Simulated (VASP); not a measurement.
## Rb2Ta2Cu3Se8 (a cell with a defect): single point with PBEsol

Rb2Ta2Cu3Se8 (a cell with a defect):

```
Rb Ta Cu Se
1.0
     7.90051    0.00000    0.00000
     0.00000    9.81561    2.91812
     0.00000   -9.81561    2.91812
Rb Ta Cu Se
2 2 3 8
Direct
  0.27513 0.50564 0.87429
  0.76568 0.90779 0.56073
  0.26007 0.53793 0.35577
  0.75771 0.29638 0.51833
  0.02057 0.40328 0.42386
  0.45107 0.39537 0.45521
  0.76224 0.74675 0.97351
  0.31352 0.89093 0.52909
  0.78808 0.43503 0.84768
  0.99334 0.34711 0.13502
  0.48897 0.23932 0.08524
  0.98387 0.01890 0.21995
  0.49592 0.03451 0.29718
  0.23205 0.73526 0.73246
  0.75366 0.63817 0.66198
```

```
Program                : VASP 6.6.1
Task                   : single point
Functional             : PBEsol
Potentials or basis    : VASP PAW PBE potentials, release 64 (Rb_sv, Ta_pv, Cu, Se)
Cutoff                 : 520 eV
k mesh                 : 2 × 2 × 2
Occupations            : fermi-dirac, width 0.05 eV
Spin                   : no spin polarisation
Dipole correction      : no
Further INCAR settings : LREAL = Auto; ALGO = Normal; EDIFF = 1e-07; NBANDS = 74
```

* Pressure: -1.6 GPa
* Largest force: 2.823 eV/Å
* Band gap on the k mesh: zero (an odd number of electrons rules out a gap without spin polarisation)

Forces on the atoms (eV/Å):
```
Rb  -0.082 -0.176 -0.054
Rb  -0.015 -0.193 -0.165
Ta   0.348  0.740 -0.506
Ta  -0.857  0.414 -2.657
Cu  -0.379  0.143 -0.006
Cu   0.240  0.351 -0.281
Cu  -0.528  0.612  1.380
Se  -0.067  0.235 -0.363
Se   0.262 -1.810  0.336
Se   0.535 -0.439  0.351
Se  -0.718 -0.463  1.091
Se   0.506  0.083  1.239
Se   0.882  0.833  1.004
Se   0.358 -0.684 -1.142
Se  -0.485  0.354 -0.227
```

Stress tensor (GPa, compression positive):
```
-2.87 -0.07  0.56
-0.07  0.35 -0.75
 0.56 -0.75 -2.37
```

Levels at points of the mesh, in eV from the Fermi level:
```
           k point  band 56  band 57  band 58  band 59  band 60  band 61  band 62  band 63  band 64  band 65
(0.00, 0.00, 0.00)    -0.87    -0.78    -0.67    -0.50    -0.39    -0.01     1.56     1.87     2.01     2.27
(0.50, 0.00, 0.00)    -1.06    -0.78    -0.67    -0.56    -0.41    -0.16     1.65     1.80     2.03     2.24
(0.00, 0.50, 0.00)    -1.02    -0.57    -0.39    -0.11    -0.09     0.04     1.90     2.21     2.33     2.53
(0.00, 0.00, 0.50)    -1.14    -0.45    -0.38    -0.20    -0.10     0.08     1.83     2.12     2.24     2.58
(0.50, 0.50, 0.00)    -0.90    -0.71    -0.53    -0.40    -0.13     0.03     2.12     2.15     2.37     2.46
(0.50, 0.00, 0.50)    -0.84    -0.67    -0.57    -0.31    -0.19    -0.13     2.11     2.16     2.28     2.42
(0.00, 0.50, 0.50)    -0.83    -0.74    -0.69    -0.50    -0.42     0.05     1.55     1.89     2.02     2.18
(0.50, 0.50, 0.50)    -1.10    -0.88    -0.58    -0.55    -0.25    -0.13     1.65     1.78     2.04     2.22
```

Wall time 14 min on 1 thread of Intel(R) Xeon(R) Platinum 8488C (Sapphire Rapids), with other jobs on the host, peak memory 0.86 GiB.

Caveat: the k points lie up to 0.56 Å⁻¹ apart, too coarse for converged energies and pressures of a metal; the atoms stand as in a frame of molecular dynamics; the PAW data sets were made with another functional, which shifts forces and pressure a little; spin-orbit coupling is left out, which moves the levels of the heavy elements. With open d or f shells a metallic result of PBEsol can be an artefact of self-interaction; +U or a hybrid may open a gap.
